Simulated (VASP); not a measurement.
# Ir (P6_3/mmc) in VASP: settings compared

The runs below take Ir through relaxation of cell and atoms, with PBEsol, BLYP+D3(BJ).

Program: VASP 6.6.1. These are calculated values, not measurements. Logs are shortened: lines on timing, memory, paths and dates and some standing lists are left out, and cuts for length are marked.

## Step 1: The cell of the first run

The structure is hexagonal, space group P6_3/mmc (No. 194). Conventional cell: a = 2.751 Å, b = 2.751 Å, c = 4.462 Å, α = 90.00°, β = 90.00°, γ = 120.00°. Within 3.6 Å of Ir (site symmetry -6m2) lie 12 Ir at 2.74 to 2.75 Å.

## Step 2: Relaxation of cell and atoms, PBEsol

INCAR

```
PREC = Accurate
ENCUT = 600
EDIFF = 1E-6
ISMEAR = 0
SIGMA = 0.15
LREAL = False
LASPH = True
NELM = 60
ALGO = Normal
ISIF = 3
LWAVE = False
LCHARG = False
GGA = PS
IBRION = 2
NSW = 80
EDIFFG = -0.01
```

KPOINTS

```
Automatic mesh
0
Gamma
  10 10 5
```

POSCAR

```
Ir
1.0
    2.7513778900      0.0000000000      0.0000000000
   -1.3756889500      2.3827631500      0.0000000000
    0.0000000000      0.0000000000      4.4622900000
Ir
2
Direct
    0.6666666720      0.3333333319      0.7500000000
    0.3333333337      0.6666666723      0.2500000000
```

Potentials or basis: VASP PAW PBE potentials, release 64 (Ir).

Launch:

```
> cat potpaw_PBE.64/Ir/POTCAR > POTCAR
> mpirun -np 1 vasp_std > vasp.out
```

OUTCAR:

```text
PREC = Accurate
   ENCUT = 600
   EDIFF = 1E-6
   ISMEAR = 0
   LREAL = False
   LASPH = True
   NELM = 60
   ISIF = 3
   GGA = PS
   IBRION = 2
   NSW = 80
   EDIFFG = -0.01

 ion  position               nearest neighbor table
   1  0.667  0.333  0.750-   2 2.74   2 2.74   2 2.74   2 2.74   2 2.74   2 2.74
   2  0.333  0.667  0.250-   1 2.74   1 2.74   1 2.74   1 2.74   1 2.74   1 2.74

  LATTYP: Found a hexagonal cell.
 ALAT       =     2.7513778900
 C/A-ratio  =     1.6218382855

  Lattice vectors:

 A1 = (   2.7513778900,   0.0000000000,   0.0000000000)
 A2 = (  -1.3756889500,   2.3827631500,   0.0000000000)
 A3 = (   0.0000000000,   0.0000000000,   4.4622900000)

Analysis of symmetry for initial positions (statically):
=====================================================================
 Subroutine PRICEL returns:
 Original cell was already a primitive cell.

 Routine SETGRP: Setting up the symmetry group for a
 hexagonal supercell.

 Subroutine GETGRP returns: Found 24 space group operations
 (whereof 12 operations were pure point group operations)
 out of a pool of 24 trial point group operations.

The static configuration has the point symmetry D_3d.
 The point group associated with its full space group is D_6h.

Analysis of symmetry for dynamics (positions and initial velocities):
=====================================================================
 Subroutine PRICEL returns:
 Original cell was already a primitive cell.

 Routine SETGRP: Setting up the symmetry group for a
 hexagonal supercell.

 Subroutine GETGRP returns: Found 24 space group operations
 (whereof 12 operations were pure point group operations)
 out of a pool of 24 trial point group operations.

The dynamic configuration has the point symmetry D_3d.
 The point group associated with its full space group is D_6h.

 Subroutine INISYM returns: Found 24 space group operations
 (whereof 12 operations are pure point group operations),
 and found     1 'primitive' translations

----------------------------------------------------------------------------------------

                                     Primitive cell

  volume of cell :      29.2542

  direct lattice vectors                    reciprocal lattice vectors
     2.751377890  0.000000000  0.000000000     0.363454255  0.209840412  0.000000000
    -1.375688950  2.382763150  0.000000000     0.000000000  0.419680823  0.000000000
     0.000000000  0.000000000  4.462290000     0.000000000  0.000000000  0.224100182

  length of vectors
     2.751377890  2.751377894  4.462290000     0.419680824  0.419680823  0.224100182

  position of ions in fractional coordinates (direct lattice)
     0.666666672  0.333333332  0.750000000
     0.333333334  0.666666672  0.250000000

  ion indices of the primitive-cell ions
   primitive index   ion index
                 1           1
                 2           2

----------------------------------------------------------------------------------------

 KPOINTS: Automatic mesh

Automatic generation of k-mesh.
 Grid dimensions read from file:
 generate k-points for:   10   10    5

 Generating k-lattice:

  Cartesian coordinates                     Fractional coordinates (reciprocal lattice)
     0.036345425  0.020984041  0.000000000     0.100000000  0.000000000  0.000000000
     0.000000000  0.041968082  0.000000000     0.000000000  0.100000000  0.000000000
     0.000000000  0.000000000  0.044820036     0.000000000  0.000000000  0.200000000

  Length of vectors
     0.041968082  0.041968082  0.044820036

  Shift w.r.t. Gamma in fractional coordinates (k-lattice)
     0.000000000  0.000000000  0.000000000

 Subroutine IBZKPT returns following result:
 ===========================================

 Found     42 irreducible k-points:

 Following reciprocal coordinates:
            Coordinates               Weight
  0.000000  0.000000  0.000000      1.000000
  0.100000  0.000000  0.000000      6.000000
  0.200000  0.000000  0.000000      6.000000
  0.300000  0.000000  0.000000      6.000000
  0.400000  0.000000  0.000000      6.000000
  0.500000  0.000000  0.000000      3.000000
[... 16 lines left out ...]
  0.300000  0.100000  0.200000     24.000000
  0.400000  0.100000  0.200000     24.000000
 [... further k-points ...]
   k-points           NKPTS =     42   k-points in BZ     NKDIM =     42   number of bands    NBANDS=     13
   number of dos      NEDOS =    301   number of ions     NIONS =      2
   total plane-waves  NPLWV =  20736
   dimension x,y,z NGX =    24 NGY =   24 NGZ =   36
   dimension x,y,z NGXF=    48 NGYF=   48 NGZF=   72
   ions per type =               2
   NGX,Y,Z   is equivalent  to a cutoff of  14.50, 14.50, 13.41 a.u.
   NGXF,Y,Z  is equivalent  to a cutoff of  29.00, 29.00, 26.82 a.u.
 SYSTEM =  unknown system
   PREC   = accura    normal or accurate (medium, high low for compatibility)
   ISTART =      0    job   : 0-new  1-cont  2-samecut
   ICHARG =      2    charge: 1-file 2-atom 10-const
   ISPIN  =      1    spin polarized calculation?
   LNONCOLLINEAR =      F non collinear calculations
   LSORBIT =      F    spin-orbit coupling
   LASPH  =      T    aspherical Exc in radial PAW
   ENCUT  =  600.0 eV  44.10 Ry    6.64 a.u.   5.50  5.50  8.91*2*pi/ulx,y,z
   NELM   =     60;   NELMIN=  2; NELMDL= -5     # of ELM steps
   EDIFF  = 0.1E-05   stopping-criterion for ELM
   LREAL  =      F    real-space projection
   EDIFFG = -.1E-01   stopping-criterion for IOM
   NSW    =     80    number of steps for IOM
   IBRION =      2    ionic relax: 0-MD 1-quasi-New 2-CG
   NFREE  =      1    steps in history (QN), initial steepest desc. (CG)
   ISIF   =      3    stress and relaxation
   ISYM   =      2    0-nonsym 1-usesym 2-fastsym
   POTIM  = 0.5000    time-step for ionic-motion
   TEBEG  =    0.0;   TEEND  =   0.0 temperature during run
   PSTRESS=    0.0 pullay stress
   NELECT =      18.0000    total number of electrons
   NUPDOWN=      -1.0000    fix difference up-down
   EMIN   =  10.00;   EMAX   =-10.00  energy-range for DOS
   EFERMI =   0.00;   METHOD = LEGACY
   ISMEAR =     0;   SIGMA  =   0.15  broadening in eV -4-tet -1-fermi 0-gaus
   EFERMI_NEDOS =   21; number of points for ismear=-14 and -15
   IALGO  =     38    algorithm
   IMIX   =      4    mixing-type and parameters
     AMIX     =   0.40;   BMIX     =  1.00
     AMIX_MAG =   1.60;   BMIX_MAG =  1.00
  volume/ion in A,a.u.               =      14.63        98.71
  Fermi-wavevector in a.u.,A,eV,Ry     =   1.392417  2.631287 26.379323  1.938826
  Thomas-Fermi vector in A             =   2.516162
   LORBIT       =      0    0 simple, 1 ext, 2 COOP (PROOUT), +10 PAW based schemes
   GGA     = PS    functional components
   LHFCALC =     F    Hartree Fock is set to
   AEXX    =    0.0000 exact exchange contribution
   IVDW    =     0    specifies the selected vdW correction
   LEPSILON=     F    determine dielectric tensor
   LRPA    =     F    only Hartree local field effects (RPA)
 conjugate gradient relaxation of ions
 non-spin polarized calculation
 Gauss-broadening in eV      SIGMA  =   0.15
  energy-cutoff  :      600.00
  volume of cell :       29.25
 maximum number of plane-waves:      1002
 NGX is ok and might be reduce to    24
   NGX = 11   NGY = 11   NGZ = 17

--------------------------------------- Ionic step        1  -------------------------------------------

 number of electron      17.9999999 magnetization

 Free energy of the ion-electron system (eV)
  ---------------------------------------------------
  ext. energy  EPLUGINS =         0.00000000
  ---------------------------------------------------
  free energy    TOTEN  =       -19.44559755 eV

  energy without entropy =      -19.41124476  energy(sigma->0) =      -19.42842115

 E-fermi :   9.7880     XC(G=0): -13.9049

 val. band max:        9.7481751048   @ k =   0.4000   0.2000   0.0000
 cond. band min:       9.7905755888   @ k =   0.4000   0.2000   0.2000
 fundamental gap:      0.0424004839
 Fermi energy:         9.7880258342

 k-point     1 :       0.0000    0.0000    0.0000
  band No.  band energies     occupation
      1      -1.1577      2.00000
      2       1.8982      2.00000
      3       6.0245      2.00000
      4       6.1063      2.00000
      5       6.1063      2.00000
      6       6.7332      2.00000
      7       6.7332      2.00000
      8       7.5349      2.00000
      9       7.5349      2.00000
     10       9.0101      2.00000
     11      10.0704      0.00776
     12      10.0704      0.00776
     13      16.5387      0.00000
[... 469 lines left out ...]
  FREE ENERGIE OF THE ION-ELECTRON SYSTEM (eV)
  ---------------------------------------------------
  free  energy   TOTEN  =       -19.4817479823 eV

  energy  without entropy=      -19.4496482076  energy(sigma->0) =      -19.46569809

[... ionic steps 4 to 7 ...]

--------------------------------------- Ionic step        8  -------------------------------------------

 number of electron      18.0000001 magnetization

------------------------ aborting loop because EDIFF is reached ----------------------------------------

  FORCE on cell =-STRESS in cart. coord.  units (eV):
  Direction    XX          YY          ZZ          XY          YZ          ZX
  --------------------------------------------------------------------------------------
  -------------------------------------------------------------------------------------
  Total        0.0335051      0.0335051      0.0428491     -0.0000000      0.0000000      0.0000000
  in kB        1.8964434      1.8964434      2.4253275     -0.0000000      0.0000000      0.0000000
  external PRESSURE =       2.0727381 kB  Pullay stress =       0.0000000 kB
[... 57 lines left out ...]
  energy  without entropy=      -19.4528112670  energy(sigma->0) =      -19.46821866

--------------------------------------- Ionic step       10  -------------------------------------------

 number of electron      18.0000001 magnetization

 Free energy of the ion-electron system (eV)
  ---------------------------------------------------
  ext. energy  EPLUGINS =         0.00000000
  ---------------------------------------------------
  free energy    TOTEN  =       -19.48370943 eV

  energy without entropy =      -19.45296820  energy(sigma->0) =      -19.46833882

 E-fermi :  10.3365     XC(G=0): -14.0950

 val. band max:       10.3213411639   @ k =   0.4000   0.2000   0.2000
 cond. band min:      10.3389488142   @ k =   0.2000   0.1000   0.4000
 fundamental gap:      0.0176076503
 Fermi energy:        10.3364717584

 k-point     1 :       0.0000    0.0000    0.0000
  band No.  band energies     occupation
      1      -0.9508      2.00000
      2       2.0809      2.00000
      3       6.2625      2.00000
      4       6.4787      2.00000
      5       6.4787      2.00000
      6       7.1107      2.00000
      7       7.1107      2.00000
      8       8.0909      2.00000
      9       8.0909      2.00000
     10       9.3526      2.00000
     11      10.6542      0.00274
     12      10.6542      0.00274
     13      17.2249      0.00000
[... 397 lines left out ...]
  FREE ENERGIE OF THE ION-ELECTRON SYSTEM (eV)
  ---------------------------------------------------
  free  energy   TOTEN  =       -19.4837094327 eV

  energy  without entropy=      -19.4529682018  energy(sigma->0) =      -19.46833882

 reached required accuracy - stopping structural energy minimisation
```

Wall time 76 s (1 thread of Intel Xeon Platinum 8488C (Sapphire Rapids), shared host); peak memory 0.17 GiB.

Results:

```yaml
Free_energy: -19.4837 eV
Relaxed_volume: 14.16 Å³/atom
Relaxed_cell: a = 2.710 Å, b = 2.710 Å, c = 4.452 Å, α = 90.00°, β = 90.00°, γ = 120.00°
Space_group_after_relaxing_to_0.05_Å: P6_3/mmc (No. 194)
Energy_gained_by_relaxing: 19.1 meV/atom
Ionic_steps: 10
Pressure_after_relaxing: 0.0 GPa
Band_gap_on_the_k_mesh: zero (band 9 reaches 11.33 eV, above the bottom of band 10 at 8.14 eV)
```

The path:
| step | energy change (eV) | largest force (eV/Å) | pressure (GPa) | volume (Å³) |
| --- | --- | --- | --- | --- |
| 1 | 0.0000 | 0.0000 | -11.36 | 29.25 |
| 2 | 0.5336 | 0.0000 | 63.57 | 25.07 |
| 3 | -0.0362 | 0.0000 | -0.37 | 28.35 |
| 4 | -0.0363 | 0.0000 | 0.16 | 28.31 |
| 5 | -0.0363 | 0.0000 | 0.40 | 28.29 |
| 6 | -0.0376 | 0.0000 | 0.13 | 28.31 |
| 7 | -0.0381 | 0.0000 | 0.19 | 28.31 |
| 8 | -0.0381 | 0.0000 | 0.21 | 28.31 |
| 9 | -0.0380 | 0.0000 | -0.55 | 28.36 |
| 10 | -0.0381 | 0.0000 | 0.02 | 28.32 |

Final structure:
```xyz
2
Lattice="2.7101 0.0000 0.0000 -1.3550 2.3470 0.0000 0.0000 0.0000 4.4524" Properties=species:S:1:pos:R:3 pbc="T T T"
Ir    1.3550    0.7823    3.3393
Ir    0.0000    1.5647    1.1131
```

Levels at points of the mesh, in eV from the Fermi level:
| k point | band 5 | band 6 | band 7 | band 8 | band 9 | band 10 | band 11 | band 12 | band 13 |
| --- | --- | --- | --- | --- | --- | --- | --- | --- | --- |
| (0.00, 0.00, 0.00) | -3.86 | -3.23 | -3.23 | -2.25 | -2.25 | -0.98 | 0.32 | 0.32 | 6.89 |
| (0.50, 0.00, 0.00) | -3.64 | -3.43 | -3.06 | 0.81 | 0.96 | 1.20 | 2.99 | 4.46 | 8.19 |

Caveat: the PAW data sets were made with another functional, which shifts forces and pressure a little; spin-orbit coupling is left out, which moves the levels of the heavy elements.

[end of part 1 of 2]
